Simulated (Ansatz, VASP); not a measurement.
**One calculation of Si, two programs**

The input INCAR:

```
SYSTEM = Si
  ALGO = Normal
  EDIFF = 1E-7
  ENCUT = 520
  GGA = PE
  ISIF = 2
  ISMEAR = 0
  LASPH = .True.
  LCHARG = .True.
  LELF = .True.
  LREAL = .False.
  LVHAR = .True.
  LWAVE = .False.
  NBANDS = 16
  NELM = 60
  PREC = Accurate
  SIGMA = 0.1
```

KPOINTS

```
k-points
0
Gamma
  6 6 2
  0 0 0
```

POSCAR

```
Si
1.0
    3.3297062898      0.0000000000      0.0000000000
   -1.6648531449      2.8836102341      0.0000000000
    0.0000000000      0.0000000000      9.1533265574
Si
4
Direct
    0.0000000000      0.0000000000      0.0000000000
    0.0000000000      0.0000000000      0.5000000000
    0.3333333333      0.6666666667      0.0050000000
    0.6666666667      0.3333333333      0.5050000000
```

Input for Ansatz:

```yaml
crystal:
  lattice:
    - [3.3297062898, 0.0, 0.0]
    - [-1.6648531449, 2.8836102341, 0.0]
    - [0.0, 0.0, 9.1533265574]
  atoms:
    - { symbol: Si, position: [0.0, 0.0, 0.0] }
    - { symbol: Si, position: [0.0, 0.0, 0.5] }
    - { symbol: Si, position: [0.3333333333, 0.6666666667, 0.005] }
    - { symbol: Si, position: [0.6666666667, 0.3333333333, 0.505] }
basis:
  ecutwfc: 420
kpoints:
  mp_grid: { grid: [6, 6, 2] }
hamiltonian:
  xc: pbe
scf:
  occupations: { method: gaussian, width: 0.1 }
  lower_state_search: "off"
output:
  forces: true
  stress: true
  eigenvalues: true
```

Alike in both runs: task single point; functional PBE; k mesh 6 × 6 × 2; occupations gaussian, width 0.1 eV; no spin polarisation.

|  | VASP | Ansatz |
| --- | --- | --- |
| version | VASP 6.6.1 | Ansatz 0.2.0 |
| potentials or method | VASP PAW PBE potentials, release 64 (Si), cutoff 520 eV | scalar-relativistic, plane waves, PAW |
| valence electrons in the cell | 16 | 16 |

|  | VASP | Ansatz | Ansatz less VASP |
| --- | --- | --- | --- |
| gap on the k mesh at the Fermi level (eV) | none | none | - |
| rms of the force components (eV/Å) | 0.278 | 0.278 | +0.0007 |

Atom by atom the forces differ by 0.001 eV/Å (rms over components). A gap of «none» marks a metal or a gap that the smearing closes.

The k mesh is coarse, so the values compare programs but aren't converged.
